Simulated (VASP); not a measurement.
# Ag (R3m) in VASP: single point with PBEsol

Aim: the single point of Ag with PBEsol.

Program: VASP 6.6.1. These are calculated values, not measurements. Logs are shortened: lines on timing, memory, paths and dates and some standing lists are left out, and cuts for length are marked.

## 1. The cell of the first run

The structure is trigonal, space group R3m (No. 160). The conventional cell has a = 9.366 Å, b = 9.366 Å, c = 5.735 Å, α = 90.00°, β = 90.00°, γ = 120.00°. Within 3.6 Å of Ag (site symmetry 3m) lie 14 Ag at 2.76 to 3.38 Å. Ag (site symmetry m) has 14 Ag at 2.83 to 3.31 Å within 3.7 Å. Ag (site symmetry m) has 14 Ag at 2.87 to 3.38 Å within 3.8 Å. Within 3.6 Å of Ag (site symmetry 3m) lie 14 Ag at 2.76 to 3.31 Å.

## 2. Single point, PBEsol (atom 1 (Ag) moved +0.113 Å along Cartesian [1 1 1])

The input, INCAR:

```
ALGO = Fast ; EDIFF = 1E-6
ENCUT = 520 ; GGA = PS
ISIF = 2 ; ISMEAR = 0
LASPH = True ; LCHARG = True
LELF = True ; LREAL = False
LVHAR = True ; LWAVE = False
NBANDS = 54 ; NELM = 80
PREC = Accurate ; SIGMA = 0.15
```

The input, KPOINTS:

```
k-points
0
Gamma
  10 10 10
```

The input, POSCAR:

```
Ag
1.0
    3.3113080000      3.3113080000     -3.3113080000
    3.3113080000     -3.3113080000      3.3113080000
   -3.3113080000     -3.3113080000     -3.3113080000
Ag
8
Direct
    0.0000000000      0.0000000000      0.4803848191
    0.5000000000      0.0000000000      0.5000000000
    0.0000000000      0.5000000000      0.5000000000
    0.5000000000      0.5000000000      0.5000000000
    0.0000000000      0.0000000000      0.0000000000
    0.5000000000      0.0000000000      0.0000000000
    0.0000000000      0.5000000000      0.0000000000
    0.5000000000      0.5000000000      0.0000000000
```

Potentials or basis: VASP PAW PBE potentials, release 64 (Ag).

On the command line:

```
$ cat potpaw_PBE.64/Ag/POTCAR > POTCAR
$ mpirun -np 1 vasp_std > vasp.out
```

OUTCAR:

```text
EDIFF = 1E-6
   ENCUT = 520
   GGA = PS
   ISIF = 2
   ISMEAR = 0
   LASPH = True
   LREAL = False
   NELM = 80
   PREC = Accurate

 ion  position               nearest neighbor table
   1  0.000  0.000  0.480-   5 2.76   3 2.83   2 2.83   8 2.83   3 2.91   2 2.91   8 2.91   5 2.98
                             4 3.25   7 3.25   6 3.25   4 3.38   7 3.38   6 3.38
   2  0.500  0.000  0.500-   1 2.83   6 2.87   7 2.87   6 2.87   4 2.87   4 2.87   7 2.87   1 2.91
                             5 3.31   8 3.31   8 3.31   5 3.31   3 3.31   3 3.31
   3  0.000  0.500  0.500-   1 2.83   6 2.87   7 2.87   7 2.87   4 2.87   4 2.87   6 2.87   1 2.91
                             5 3.31   5 3.31   8 3.31   8 3.31   2 3.31   2 3.31
   4  0.500  0.500  0.500-   2 2.87   3 2.87   5 2.87   8 2.87   8 2.87   2 2.87   3 2.87   5 2.87
                             1 3.25   7 3.31   7 3.31   6 3.31   6 3.31   1 3.38
   5  0.000  0.000  0.000-   1 2.76   4 2.87   6 2.87   7 2.87   7 2.87   6 2.87   4 2.87   1 2.98
                             2 3.31   3 3.31   8 3.31   2 3.31   8 3.31   3 3.31
   6  0.500  0.000  0.000-   2 2.87   3 2.87   5 2.87   8 2.87   2 2.87   8 2.87   5 2.87   3 2.87
                             1 3.25   4 3.31   7 3.31   7 3.31   4 3.31   1 3.38
   7  0.000  0.500  0.000-   2 2.87   3 2.87   5 2.87   8 2.87   3 2.87   5 2.87   8 2.87   2 2.87
                             1 3.25   6 3.31   4 3.31   6 3.31   4 3.31   1 3.38
   8  0.500  0.500  0.000-   1 2.83   4 2.87   6 2.87   7 2.87   4 2.87   6 2.87   7 2.87   1 2.91
                             3 3.31   2 3.31   2 3.31   3 3.31   5 3.31   5 3.31

  LATTYP: Found a body centered cubic cell.
 ALAT       =     6.6226160000

  Lattice vectors:

 A1 = (   3.3113080000,   3.3113080000,  -3.3113080000)
 A2 = (   3.3113080000,  -3.3113080000,   3.3113080000)
 A3 = (  -3.3113080000,  -3.3113080000,  -3.3113080000)

Analysis of symmetry for initial positions (statically):
=====================================================================
 Subroutine PRICEL returns:
 Original cell was already a primitive cell.

 Routine SETGRP: Setting up the symmetry group for a
 body centered cubic supercell.

 Subroutine GETGRP returns: Found  6 space group operations
 (whereof  6 operations were pure point group operations)
 out of a pool of 48 trial point group operations.

The static configuration has the point symmetry C_3v.

Analysis of symmetry for dynamics (positions and initial velocities):
=====================================================================
 Subroutine PRICEL returns:
 Original cell was already a primitive cell.

 Routine SETGRP: Setting up the symmetry group for a
 body centered cubic supercell.

 Subroutine GETGRP returns: Found  6 space group operations
 (whereof  6 operations were pure point group operations)
 out of a pool of 48 trial point group operations.

The dynamic configuration has the point symmetry C_3v.

 Subroutine INISYM returns: Found  6 space group operations
 (whereof  6 operations are pure point group operations),
 and found     1 'primitive' translations

----------------------------------------------------------------------------------------

                                     Primitive cell

  volume of cell :     145.2308

  direct lattice vectors                    reciprocal lattice vectors
     3.311308000  3.311308000 -3.311308000     0.150997733  0.000000000 -0.150997733
     3.311308000 -3.311308000  3.311308000     0.150997733 -0.150997733  0.000000000
    -3.311308000 -3.311308000 -3.311308000     0.000000000 -0.150997733 -0.150997733

  length of vectors
     5.735353696  5.735353696  5.735353696     0.213543041  0.213543041  0.213543041

  position of ions in fractional coordinates (direct lattice)
     0.000000000  0.000000000  0.480384819
     0.500000000  0.000000000  0.500000000
     0.000000000  0.500000000  0.500000000
     0.500000000  0.500000000  0.500000000
     0.000000000  0.000000000  0.000000000
     0.500000000  0.000000000  0.000000000
     0.000000000  0.500000000  0.000000000
     0.500000000  0.500000000  0.000000000

  ion indices of the primitive-cell ions
   primitive index   ion index
                 1           1
                 2           2
                 3           3
                 4           4
                 5           5
                 6           6
                 7           7
                 8           8

----------------------------------------------------------------------------------------

 KPOINTS: k-points

Automatic generation of k-mesh.
 Grid dimensions read from file:
 generate k-points for:   10   10   10

 Generating k-lattice:

  Cartesian coordinates                     Fractional coordinates (reciprocal lattice)
     0.015099773  0.000000000 -0.015099773     0.100000000  0.000000000  0.000000000
     0.015099773 -0.015099773  0.000000000     0.000000000  0.100000000  0.000000000
     0.000000000 -0.015099773 -0.015099773     0.000000000  0.000000000  0.100000000

  Length of vectors
     0.021354304  0.021354304  0.021354304

  Shift w.r.t. Gamma in fractional coordinates (k-lattice)
     0.000000000  0.000000000  0.000000000

 Subroutine IBZKPT returns following result:
 ===========================================

 Found    116 irreducible k-points:

 Following reciprocal coordinates:
            Coordinates               Weight
  0.000000  0.000000  0.000000      1.000000
  0.100000  0.000000  0.000000      6.000000
  0.000000  0.000000  0.100000      6.000000
  0.200000  0.000000  0.000000      6.000000
  0.000000  0.000000  0.200000      6.000000
  0.300000  0.000000  0.000000      6.000000
[... 16 lines left out ...]
  0.400000  0.100000  0.000000     12.000000
  0.000000  0.400000  0.100000     12.000000
 [... further k-points ...]
   k-points           NKPTS =    116   k-points in BZ     NKDIM =    116   number of bands    NBANDS=     54
   number of dos      NEDOS =    301   number of ions     NIONS =      8
   total plane-waves  NPLWV = 110592
   dimension x,y,z NGX =    48 NGY =   48 NGZ =   48
   dimension x,y,z NGXF=    96 NGYF=   96 NGZF=   96
   ions per type =               8
   NGX,Y,Z   is equivalent  to a cutoff of  13.91, 13.91, 13.91 a.u.
   NGXF,Y,Z  is equivalent  to a cutoff of  27.83, 27.83, 27.83 a.u.
 SYSTEM =  unknown system
   PREC   = accura    normal or accurate (medium, high low for compatibility)
   ISTART =      0    job   : 0-new  1-cont  2-samecut
   ICHARG =      2    charge: 1-file 2-atom 10-const
   ISPIN  =      1    spin polarized calculation?
   LNONCOLLINEAR =      F non collinear calculations
   LSORBIT =      F    spin-orbit coupling
   LASPH  =      T    aspherical Exc in radial PAW
   ENCUT  =  520.0 eV  38.22 Ry    6.18 a.u.  10.66 10.66 10.66*2*pi/ulx,y,z
   NELM   =     80;   NELMIN=  2; NELMDL= -5     # of ELM steps
   EDIFF  = 0.1E-05   stopping-criterion for ELM
   LREAL  =      F    real-space projection
   EDIFFG = 0.1E-04   stopping-criterion for IOM
   NSW    =      0    number of steps for IOM
   IBRION =     -1    ionic relax: 0-MD 1-quasi-New 2-CG
   NFREE  =      0    steps in history (QN), initial steepest desc. (CG)
   ISIF   =      2    stress and relaxation
   ISYM   =      2    0-nonsym 1-usesym 2-fastsym
   POTIM  = 0.5000    time-step for ionic-motion
   TEBEG  =    0.0;   TEEND  =   0.0 temperature during run
   PSTRESS=    0.0 pullay stress
   NELECT =      88.0000    total number of electrons
   NUPDOWN=      -1.0000    fix difference up-down
   EMIN   =  10.00;   EMAX   =-10.00  energy-range for DOS
   EFERMI =   0.00;   METHOD = LEGACY
   ISMEAR =     0;   SIGMA  =   0.15  broadening in eV -4-tet -1-fermi 0-gaus
   EFERMI_NEDOS =   21; number of points for ismear=-14 and -15
   IALGO  =     68    algorithm
   IMIX   =      4    mixing-type and parameters
     AMIX     =   0.40;   BMIX     =  1.00
     AMIX_MAG =   1.60;   BMIX_MAG =  1.00
  volume/ion in A,a.u.               =      18.15       122.51
  Fermi-wavevector in a.u.,A,eV,Ry     =   1.385318  2.617871 26.111022  1.919106
  Thomas-Fermi vector in A             =   2.509739
   LORBIT       =      0    0 simple, 1 ext, 2 COOP (PROOUT), +10 PAW based schemes
   GGA     = PS    functional components
   LHFCALC =     F    Hartree Fock is set to
   AEXX    =    0.0000 exact exchange contribution
   IVDW    =     0    specifies the selected vdW correction
   LEPSILON=     F    determine dielectric tensor
   LRPA    =     F    only Hartree local field effects (RPA)
 non-spin polarized calculation
 RMM-DIIS sequential band-by-band and
 Gauss-broadening in eV      SIGMA  =   0.15
  energy-cutoff  :      520.00
  volume of cell :      145.23
 maximum number of plane-waves:      3945
 NGX is ok and might be reduce to    48
   NGX = 21   NGY = 21   NGZ = 21

 number of electron      88.0000011 magnetization

 Free energy of the ion-electron system (eV)
  ---------------------------------------------------
  ext. energy  EPLUGINS =         0.00000000
  ---------------------------------------------------
  free energy    TOTEN  =       -25.86541033 eV

  energy without entropy =      -25.82433860  energy(sigma->0) =      -25.84487447

 E-fermi :   7.3932     XC(G=0): -12.0398

 val. band max:        7.3929021413   @ k =  -0.2000   0.3000   0.1000
 cond. band min:       7.3932183815   @ k =   0.1000  -0.2000   0.3000
 fundamental gap:      0.0003162401
 Fermi energy:         7.3931869401

 k-point     1 :       0.0000    0.0000    0.0000
  band No.  band energies     occupation
      1       0.0203      2.00000
      2       1.3746      2.00000
      3       1.3746      2.00000
      4       1.3761      2.00000
      5       1.3779      2.00000
      6       1.3779      2.00000
[... 46 lines left out ...]
     53      11.1854      0.00000
     54      14.0746      0.00000

 k-point     2 :       0.1000    0.0000    0.0000
  band No.  band energies     occupation
      1       0.0993      2.00000
      2       1.3973      2.00000
      3       1.4100      2.00000
      4       1.4150      2.00000
      5       1.4175      2.00000
      6       1.4186      2.00000
[... 46 lines left out ...]
     53      11.8491      0.00000
     54      13.8238      0.00000

 k-point     3 :       0.0000    0.0000    0.1000
  band No.  band energies     occupation
      1       0.0992      2.00000
      2       1.3965      2.00000
      3       1.4122      2.00000
      4       1.4161      2.00000
      5       1.4201      2.00000
      6       1.4212      2.00000
[... 46 lines left out ...]
     53      11.8410      0.00000
     54      13.8239      0.00000
[... 1084 lines left out ...]
 k-point    23 :       0.4000    0.1000    0.0000
  band No.  band energies     occupation
      1       1.3404      2.00000
      2       1.5604      2.00000
      3       1.8821      2.00000
      4       1.8944      2.00000
      5       1.9132      2.00000
      6       1.9172      2.00000
[... 46 lines left out ...]
     53      14.8049      0.00000
     54      14.8677      0.00000

 k-point    24 :       0.0000    0.4000    0.1000
  band No.  band energies     occupation
      1       1.3405      2.00000
      2       1.5605      2.00000
      3       1.8908      2.00000
      4       1.8973      2.00000
      5       1.9114      2.00000
      6       1.9163      2.00000
[... 46 lines left out ...]
     53      14.8110      0.00000
     54      14.8611      0.00000

 [... further k-points ...]

------------------------ aborting loop because EDIFF is reached ----------------------------------------

  FORCE on cell =-STRESS in cart. coord.  units (eV):
  Direction    XX          YY          ZZ          XY          YZ          ZX
  --------------------------------------------------------------------------------------
  -------------------------------------------------------------------------------------
  Total       -6.4685770     -6.4685770     -6.4685770      0.0667396      0.0667396      0.0667396
  in kB      -71.3609481    -71.3609481    -71.3609481      0.7362670      0.7362670      0.7362670
  external PRESSURE =     -71.3609481 kB  Pullay stress =       0.0000000 kB

 VOLUME and BASIS-vectors are now :
 -----------------------------------------------------------------------------
  energy-cutoff  :      520.00
  volume of cell :      145.23
      direct lattice vectors                 reciprocal lattice vectors
     3.311308000  3.311308000 -3.311308000     0.150997733  0.000000000 -0.150997733
     3.311308000 -3.311308000  3.311308000     0.150997733 -0.150997733  0.000000000
    -3.311308000 -3.311308000 -3.311308000     0.000000000 -0.150997733 -0.150997733

 POSITION                                       TOTAL-FORCE (eV/Angst)
 -----------------------------------------------------------------------------------
     -1.59070     -1.59070     -1.59070        -0.249891     -0.249891     -0.249891
      0.00000      0.00000     -3.31131         0.058424      0.058424     -0.073393
      0.00000     -3.31131      0.00000         0.058424     -0.073393      0.058424
      1.65565     -1.65565     -1.65565         0.004239      0.000553      0.000553
      0.00000      0.00000      0.00000         0.201091      0.201091      0.201091
      1.65565      1.65565     -1.65565         0.000553      0.000553      0.004239
      1.65565     -1.65565      1.65565         0.000553      0.004239      0.000553
      3.31131      0.00000      0.00000        -0.073393      0.058424      0.058424
 -----------------------------------------------------------------------------------
    total drift:                                0.000003      0.000003      0.000003

  FREE ENERGIE OF THE ION-ELECTRON SYSTEM (eV)
  ---------------------------------------------------
  free  energy   TOTEN  =       -25.8654103339 eV

  energy  without entropy=      -25.8243386006  energy(sigma->0) =      -25.84487447
```

Wall time 7.8 min (1 thread of Intel Xeon 6975P-C (Granite Rapids), shared host); peak memory 0.74 GiB.

What came out:

```yaml
Free_energy: -25.8654 eV
Pressure: -7.1 GPa
Largest_force: 0.433 eV/Å
Band_gap_on_the_k_mesh: zero (bands 44 and 45 overlap by 2.31 eV)
```

Forces in eV/Å, atoms in the order of the input:
```
Ag  -0.250 -0.250 -0.250
Ag   0.058  0.058 -0.073
Ag   0.058 -0.073  0.058
Ag   0.004  0.001  0.001
Ag   0.201  0.201  0.201
Ag   0.001  0.001  0.004
Ag   0.001  0.004  0.001
Ag  -0.073  0.058  0.058
```

Stress tensor (GPa, compression positive):
```
-7.14  0.07  0.07
 0.07 -7.14  0.07
 0.07  0.07 -7.14
```

Caveat: the cell differs from its parent crystal (atom 1 (Ag) moved +0.113 Å along Cartesian [1 1 1]); the cell stands under tension; the PAW data sets were made with another functional, which shifts forces and pressure a little.
